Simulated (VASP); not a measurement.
# C (I4_1/amd) in VASP: further runs, part 2 of 3

VASP 6.6.1. The steps go on from the part before.

## (4) Single point, PBEsol (in-plane strain +0.01)

INCAR

```
PREC = Accurate ; ENCUT = 520
EDIFF = 1E-6 ; ISMEAR = 0
SIGMA = 0.01 ; LREAL = False
LASPH = True ; NELM = 100
ALGO = Normal ; ISIF = 2
LWAVE = False ; LCHARG = False
GGA = PS ; NBANDS = 11
```

KPOINTS

```
regular mesh
0
Gamma
  12 12 12
```

POSCAR

```
C
1.0
    1.7946727621      1.7946727621      0.0000000000
   -1.7946727621      1.7946727621      0.0000000000
    0.0000000000      1.7946727621      1.7662423025
C
2
Direct
    0.5000000000      0.5000000000      0.0000000000
    0.7500000000      0.2500000000      0.5000000000
```

Potentials or basis: VASP PAW PBE potentials, release 64 (C).

Started as:

```bash
cat potpaw_PBE.64/C/POTCAR > POTCAR
mpirun -np 1 vasp_std > vasp.out
```

OUTCAR:

```text
PREC = Accurate
   ENCUT = 520
   EDIFF = 1E-6
   ISMEAR = 0
   LREAL = False
   LASPH = True
   NELM = 100
   ISIF = 2
   GGA = PS

 ion  position               nearest neighbor table
   1  0.500  0.500  0.000-   2 1.55   2 1.55   2 1.55   2 1.55
   2  0.750  0.250  0.500-   1 1.55   1 1.55   1 1.55   1 1.55

  LATTYP: Found a body centered tetragonal cell.
 ALAT       =     2.5380505602
 C/A-ratio  =     1.3918101792

  Lattice vectors:

 A1 = (   1.7946727621,   0.0000000000,  -1.7662423025)
 A2 = (  -1.7946727621,   0.0000000000,  -1.7662423025)
 A3 = (   0.0000000000,   1.7946727621,   1.7662423025)

Analysis of symmetry for initial positions (statically):
=====================================================================
 Subroutine PRICEL returns:
 Original cell was already a primitive cell.

 Routine SETGRP: Setting up the symmetry group for a
 body centered tetragonal supercell.

 Subroutine GETGRP returns: Found 16 space group operations
 (whereof  8 operations were pure point group operations)
 out of a pool of 16 trial point group operations.

The static configuration has the point symmetry D_2d.
 The point group associated with its full space group is D_4h.

Analysis of symmetry for dynamics (positions and initial velocities):
[... 166 lines left out ...]

 k-point     1 :       0.0000    0.0000    0.0000
  band No.  band energies     occupation
      1     -11.8152      2.00000
      2       9.5879      2.00000
      3       9.5879      2.00000
      4       9.8242      2.00000
      5      15.0704      0.00000
      6      15.2651      0.00000
      7      15.2651      0.00000
      8      22.9636      0.00000
      9      28.5881      0.00000
     10      35.6835      0.00000
     11      36.4750      0.00000
[... 309 lines left out ...]
 k-point    24 :      -0.4167    0.1667   -0.0000
  band No.  band energies     occupation
      1      -7.6604      2.00000
      2      -0.0984      2.00000
      3       5.2895      2.00000
      4       5.6830      2.00000
      5      16.3251      0.00000
      6      20.3866      0.00000
      7      20.8800      0.00000
      8      22.2791      0.00000
      9      30.4207      0.00000
     10      31.8335      0.00000
     11      36.8585      0.00000

 [... further k-points ...]
[... 5 lines left out ...]
  --------------------------------------------------------------------------------------
  -------------------------------------------------------------------------------------
  Total       -0.6992740     -0.6992740      0.3224547      0.0000000      0.0000000     -0.0000000
  in kB      -98.4707297    -98.4707297     45.4075990      0.0000000      0.0000000     -0.0000000
  external PRESSURE =     -50.5112868 kB  Pullay stress =       0.0000000 kB

 VOLUME and BASIS-vectors are now :
 -----------------------------------------------------------------------------
  energy-cutoff  :      520.00
  volume of cell :       11.38
      direct lattice vectors                 reciprocal lattice vectors
     1.794672762  1.794672762  0.000000000     0.278602323  0.278602323 -0.283086867
    -1.794672762  1.794672762  0.000000000    -0.278602323  0.278602323 -0.283086867
     0.000000000  1.794672762  1.766242303     0.000000000  0.000000000  0.566173734

 POSITION                                       TOTAL-FORCE (eV/Angst)
 -----------------------------------------------------------------------------------
      0.00000      1.79467      0.00000        -0.000000      0.000000      0.000000
      0.89734      2.69201      0.88312         0.000000     -0.000000      0.000000
 -----------------------------------------------------------------------------------
    total drift:                                0.000000     -0.000000      0.000000

  FREE ENERGIE OF THE ION-ELECTRON SYSTEM (eV)
  ---------------------------------------------------
  free  energy   TOTEN  =       -19.2424953809 eV

  energy  without entropy=      -19.2424953809  energy(sigma->0) =      -19.24249538
```

OSZICAR:

```text
N       E                     dE             d eps       ncg     rms          rms(c)
DAV:   1    -0.167735142734E+00   -0.16774E+00   -0.47620E+03  3805   0.697E+02
DAV:   2    -0.195142559133E+02   -0.19347E+02   -0.18547E+02  4606   0.126E+02
DAV:   3    -0.198983782233E+02   -0.38412E+00   -0.38308E+00  4212   0.134E+01
DAV:   4    -0.198990693285E+02   -0.69111E-03   -0.69110E-03  3846   0.679E-01
DAV:   5    -0.198990700925E+02   -0.76408E-06   -0.76408E-06  4128   0.216E-02    0.557E+00
DAV:   6    -0.194118708216E+02    0.48720E+00   -0.24932E-01  3679   0.345E+00    0.328E+00
DAV:   7    -0.192419097910E+02    0.16996E+00   -0.30022E-01  3856   0.383E+00    0.683E-01
DAV:   8    -0.192424692696E+02   -0.55948E-03   -0.74428E-03  3814   0.674E-01    0.294E-02
DAV:   9    -0.192424873610E+02   -0.18091E-04   -0.15560E-05  4235   0.355E-02    0.214E-02
DAV:  10    -0.192424955239E+02   -0.81628E-05   -0.35840E-06  3883   0.165E-02    0.448E-03
DAV:  11    -0.192424953809E+02    0.14296E-06   -0.91580E-08  2123   0.264E-03
   1 F= -.19242495E+02 E0= -.19242495E+02  d E =-.402299-175
```

stdout:

```text
POSCAR found type information on POSCAR C
 POSCAR found :  1 types and       2 ions
 scaLAPACK will be used
 -----------------------------------------------------------------------------
|                                                                             |
|                                                                             |
|     You enforced a specific xc type in the INCAR file but a different       |
|     I HOPE YOU KNOW WHAT YOU ARE DOING!                                     |
|                                                                             |
 -----------------------------------------------------------------------------

 LDA part: xc-table for (Slater+PW92), standard interpolation
 POSCAR, INCAR and KPOINTS ok, starting setup
 FFT: planning ... GRIDC
 FFT: planning ... GRID_SOFT
 FFT: planning ... GRID
 WAVECAR not read
 entering main loop
```

It took 16 s on 1 thread of Intel Xeon Platinum 8259CL at 2.50GHz (Skylake/Cascade Lake), shared host; peak memory 0.12 GiB.

What came out:

```
Free energy            : -19.2425 eV
Pressure               : -5.1 GPa
Band gap on the k mesh : 3.63 eV, indirect (least direct gap 5.25 eV)
```

Stress tensor (GPa, compression positive):
```
-9.85  0.00  0.00
 0.00 -9.85  0.00
 0.00  0.00  4.54
```

Levels at points of the mesh, in eV from the valence-band top:
| k point | band 2 | band 3 | band 4 | band 5 | band 6 | band 7 |
| --- | --- | --- | --- | --- | --- | --- |
| (0.00, 0.00, 0.00) | -0.24 | -0.24 | 0.00 | 5.25 | 5.44 | 5.44 |
| (0.50, 0.00, 0.00) | -13.59 | -3.10 | -2.82 | 8.12 | 8.14 | 8.81 |
| (0.50, 0.50, 0.00) | -12.99 | -6.40 | -6.40 | 4.56 | 4.56 | 16.54 |
| (0.00, 0.00, 0.50) | -12.74 | -6.63 | -6.63 | 4.19 | 4.19 | 16.64 |

Caveat: the cell differs from its parent crystal (in-plane strain +0.01); the PAW data sets were made with another functional, which shifts forces and pressure a little. A k mesh can miss the band edges.

## (5) Single point, PBEsol (in-plane strain +0.02, then relaxed in part)

INCAR

```
PREC     = Accurate       # precision mode
ENCUT    = 520            # plane-wave cutoff, eV
EDIFF    = 1E-6           # SCF threshold, eV
ISMEAR   = 0              # smearing method
SIGMA    = 0.01           # smearing width, eV
LREAL    = False          # projectors in reciprocal space
LASPH    = True           # aspherical terms in the spheres
NELM     = 60             # most SCF steps
ALGO     = Normal         # electronic algorithm
ISIF     = 2              # what is computed and relaxed
LWAVE    = False          # write WAVECAR
LCHARG   = False          # write CHGCAR
GGA      = PS             # functional
NBANDS   = 11             # bands
```

KPOINTS

```
Automatic mesh
0
Gamma
  12 12 12
```

POSCAR

```
C
1.0
    1.8124417993      1.8124417993      0.0000000000
   -1.8124417993      1.8124417993      0.0000000000
    0.0000000000      1.8124417993      1.7677828137
C
2
Direct
    0.5000000000      0.5000000000      0.0000000000
    0.7500000000      0.2500000000      0.5000000000
```

Potentials or basis: VASP PAW PBE potentials, release 64 (C).

Started as:

```bash
cat potpaw_PBE.64/C/POTCAR > POTCAR
mpirun -np 1 vasp_std > vasp.out
```

OUTCAR:

```text
PREC = Accurate
   ENCUT = 520
   EDIFF = 1E-6
   ISMEAR = 0
   LREAL = False
   LASPH = True
   NELM = 60
   ISIF = 2
   GGA = PS

 ion  position               nearest neighbor table
   1  0.500  0.500  0.000-   2 1.56   2 1.56   2 1.56   2 1.56
   2  0.750  0.250  0.500-   1 1.56   1 1.56   1 1.56   1 1.56

  LATTYP: Found a body centered tetragonal cell.
 ALAT       =     2.5631797736
 C/A-ratio  =     1.3793670127

  Lattice vectors:

 A1 = (   1.8124417993,   0.0000000000,  -1.7677828137)
 A2 = (  -1.8124417993,   0.0000000000,  -1.7677828137)
 A3 = (   0.0000000000,   1.8124417993,   1.7677828137)

Analysis of symmetry for initial positions (statically):
=====================================================================
 Subroutine PRICEL returns:
 Original cell was already a primitive cell.

 Routine SETGRP: Setting up the symmetry group for a
 body centered tetragonal supercell.

 Subroutine GETGRP returns: Found 16 space group operations
 (whereof  8 operations were pure point group operations)
 out of a pool of 16 trial point group operations.

The static configuration has the point symmetry D_2d.
 The point group associated with its full space group is D_4h.

Analysis of symmetry for dynamics (positions and initial velocities):
=====================================================================
 Subroutine PRICEL returns:
 Original cell was already a primitive cell.

 Routine SETGRP: Setting up the symmetry group for a
 body centered tetragonal supercell.

 Subroutine GETGRP returns: Found 16 space group operations
 (whereof  8 operations were pure point group operations)
 out of a pool of 16 trial point group operations.

The dynamic configuration has the point symmetry D_2d.
 The point group associated with its full space group is D_4h.

 Subroutine INISYM returns: Found 16 space group operations
 (whereof  8 operations are pure point group operations),
 and found     1 'primitive' translations

----------------------------------------------------------------------------------------

                                     Primitive cell

  volume of cell :      11.6141

  direct lattice vectors                    reciprocal lattice vectors
     1.812441799  1.812441799  0.000000000     0.275870927  0.275870927 -0.282840175
    -1.812441799  1.812441799  0.000000000    -0.275870927  0.275870927 -0.282840175
     0.000000000  1.812441799  1.767782814     0.000000000  0.000000000  0.565680350

  length of vectors
     2.563179774  2.563179774  2.531798047     0.481879758  0.481879758  0.565680350

  position of ions in fractional coordinates (direct lattice)
     0.500000000  0.500000000  0.000000000
     0.750000000  0.250000000  0.500000000

  ion indices of the primitive-cell ions
   primitive index   ion index
                 1           1
                 2           2

----------------------------------------------------------------------------------------

 KPOINTS: Automatic mesh

Automatic generation of k-mesh.
 Grid dimensions read from file:
 generate k-points for:   12   12   12

 Generating k-lattice:

  Cartesian coordinates                     Fractional coordinates (reciprocal lattice)
     0.022989244  0.022989244 -0.023570015     0.083333333  0.000000000  0.000000000
    -0.022989244  0.022989244 -0.023570015     0.000000000  0.083333333  0.000000000
     0.000000000  0.000000000  0.047140029     0.000000000  0.000000000  0.083333333

  Length of vectors
     0.040156647  0.040156647  0.047140029

  Shift w.r.t. Gamma in fractional coordinates (k-lattice)
     0.000000000  0.000000000  0.000000000

 Subroutine IBZKPT returns following result:
 ===========================================

 Found    163 irreducible k-points:

 Following reciprocal coordinates:
            Coordinates               Weight
  0.000000  0.000000  0.000000      1.000000
  0.083333  0.000000  0.000000      8.000000
  0.166667  0.000000  0.000000      8.000000
  0.250000  0.000000  0.000000      8.000000
  0.333333  0.000000  0.000000      8.000000
  0.416667  0.000000  0.000000      8.000000
[... 16 lines left out ...]
  0.500000  0.166667  0.000000     16.000000
 -0.416667  0.166667  0.000000     16.000000
 [... further k-points ...]
   k-points           NKPTS =    163   k-points in BZ     NKDIM =    163   number of bands    NBANDS=     11
   number of dos      NEDOS =    301   number of ions     NIONS =      2
   total plane-waves  NPLWV =   8000
   dimension x,y,z NGX =    20 NGY =   20 NGZ =   20
   dimension x,y,z NGXF=    40 NGYF=   40 NGZF=   40
   ions per type =               2
   NGX,Y,Z   is equivalent  to a cutoff of  12.97, 12.97, 13.13 a.u.
   NGXF,Y,Z  is equivalent  to a cutoff of  25.94, 25.94, 26.27 a.u.
 SYSTEM =  unknown system
   PREC   = accura    normal or accurate (medium, high low for compatibility)
   ISTART =      0    job   : 0-new  1-cont  2-samecut
   ICHARG =      2    charge: 1-file 2-atom 10-const
   ISPIN  =      1    spin polarized calculation?
   LNONCOLLINEAR =      F non collinear calculations
   LSORBIT =      F    spin-orbit coupling
   LASPH  =      T    aspherical Exc in radial PAW
   ENCUT  =  520.0 eV  38.22 Ry    6.18 a.u.   4.77  4.77  4.71*2*pi/ulx,y,z
   NELM   =     60;   NELMIN=  2; NELMDL= -5     # of ELM steps
   EDIFF  = 0.1E-05   stopping-criterion for ELM
   LREAL  =      F    real-space projection
   EDIFFG = 0.1E-04   stopping-criterion for IOM
   NSW    =      0    number of steps for IOM
   IBRION =     -1    ionic relax: 0-MD 1-quasi-New 2-CG
   NFREE  =      0    steps in history (QN), initial steepest desc. (CG)
   ISIF   =      2    stress and relaxation
   ISYM   =      2    0-nonsym 1-usesym 2-fastsym
   POTIM  = 0.5000    time-step for ionic-motion
   TEBEG  =    0.0;   TEEND  =   0.0 temperature during run
   PSTRESS=    0.0 pullay stress
   NELECT =       8.0000    total number of electrons
   NUPDOWN=      -1.0000    fix difference up-down
   EMIN   =  10.00;   EMAX   =-10.00  energy-range for DOS
   EFERMI =   0.00;   METHOD = LEGACY
   ISMEAR =     0;   SIGMA  =   0.01  broadening in eV -4-tet -1-fermi 0-gaus
   EFERMI_NEDOS =   21; number of points for ismear=-14 and -15
   IALGO  =     38    algorithm
   IMIX   =      4    mixing-type and parameters
     AMIX     =   0.40;   BMIX     =  1.00
     AMIX_MAG =   1.60;   BMIX_MAG =  1.00
  volume/ion in A,a.u.               =       5.81        39.19
  Fermi-wavevector in a.u.,A,eV,Ry     =   1.445803  2.732172 28.440891  2.090347
  Thomas-Fermi vector in A             =   2.563944
   LORBIT       =      0    0 simple, 1 ext, 2 COOP (PROOUT), +10 PAW based schemes
   GGA     = PS    functional components
   LHFCALC =     F    Hartree Fock is set to
   AEXX    =    0.0000 exact exchange contribution
   IVDW    =     0    specifies the selected vdW correction
   LEPSILON=     F    determine dielectric tensor
   LRPA    =     F    only Hartree local field effects (RPA)
 non-spin polarized calculation
 Gauss-broadening in eV      SIGMA  =   0.01
  energy-cutoff  :      520.00
  volume of cell :       11.61
 maximum number of plane-waves:       323
   NGX =  9   NGY =  9   NGZ =  9

 number of electron       8.0000000 magnetization

 Free energy of the ion-electron system (eV)
  ---------------------------------------------------
  ext. energy  EPLUGINS =         0.00000000
  ---------------------------------------------------
  free energy    TOTEN  =       -19.22115507 eV

  energy without entropy =      -19.22115507  energy(sigma->0) =      -19.22115507

 E-fermi :   9.7363     XC(G=0): -13.3177

 val. band max:        9.6127069910   @ k =   0.0000   0.0000   0.0000
 cond. band min:      12.9780881813   @ k =   0.0000   0.0000   0.3333
 fundamental gap:      3.3653811903
 Fermi energy:         9.7363375162

 k-point     1 :       0.0000    0.0000    0.0000
  band No.  band energies     occupation
      1     -11.8351      2.00000
      2       9.2526      2.00000
      3       9.2526      2.00000
      4       9.6127      2.00000
      5      14.6523      0.00000
      6      14.9534      0.00000
      7      14.9534      0.00000
      8      22.1994      0.00000
      9      28.0357      0.00000
     10      34.9402      0.00000
     11      35.9437      0.00000
[... 309 lines left out ...]
 k-point    24 :      -0.4167    0.1667    0.0000
  band No.  band energies     occupation
      1      -7.7562      2.00000
      2      -0.2389      2.00000
      3       5.0008      2.00000
      4       5.5190      2.00000
      5      16.0071      0.00000
      6      19.7537      0.00000
      7      20.4949      0.00000
      8      21.8636      0.00000
      9      29.8334      0.00000
     10      31.1093      0.00000
     11      36.2584      0.00000

 [... further k-points ...]
[... 5 lines left out ...]
  --------------------------------------------------------------------------------------
  -------------------------------------------------------------------------------------
  Total       -1.5122976     -1.5122976      0.0665445      0.0000000     -0.0000000      0.0000000
  in kB     -208.6223416   -208.6223416      9.1798460      0.0000000     -0.0000000      0.0000000
  external PRESSURE =    -136.0216124 kB  Pullay stress =       0.0000000 kB

 VOLUME and BASIS-vectors are now :
 -----------------------------------------------------------------------------
  energy-cutoff  :      520.00
  volume of cell :       11.61
      direct lattice vectors                 reciprocal lattice vectors
     1.812441799  1.812441799  0.000000000     0.275870927  0.275870927 -0.282840175
    -1.812441799  1.812441799  0.000000000    -0.275870927  0.275870927 -0.282840175
     0.000000000  1.812441799  1.767782814     0.000000000  0.000000000  0.565680350

 POSITION                                       TOTAL-FORCE (eV/Angst)
 -----------------------------------------------------------------------------------
      0.00000      1.81244      0.00000         0.000000      0.000000      0.000000
      0.90622      2.71866      0.88389         0.000000     -0.000000      0.000000
 -----------------------------------------------------------------------------------
    total drift:                                0.000000     -0.000000      0.000000

  FREE ENERGIE OF THE ION-ELECTRON SYSTEM (eV)
  ---------------------------------------------------
  free  energy   TOTEN  =       -19.2211550672 eV

  energy  without entropy=      -19.2211550672  energy(sigma->0) =      -19.22115507
```

Wall time 16 s (1 thread of Intel Xeon Platinum 8259CL at 2.50GHz (Skylake/Cascade Lake), shared host); peak memory 0.13 GiB.

Results:

| Item | Value |
| --- | --- |
| Free energy | -19.2212 eV |
| Pressure | -13.6 GPa |
| Band gap on the k mesh | 3.37 eV, indirect (least direct gap 5.04 eV) |

Caveat: the cell differs from its parent crystal (in-plane strain +0.02, then relaxed in part); the PAW data sets were made with another functional, which shifts forces and pressure a little.

[end of part 2 of 3]
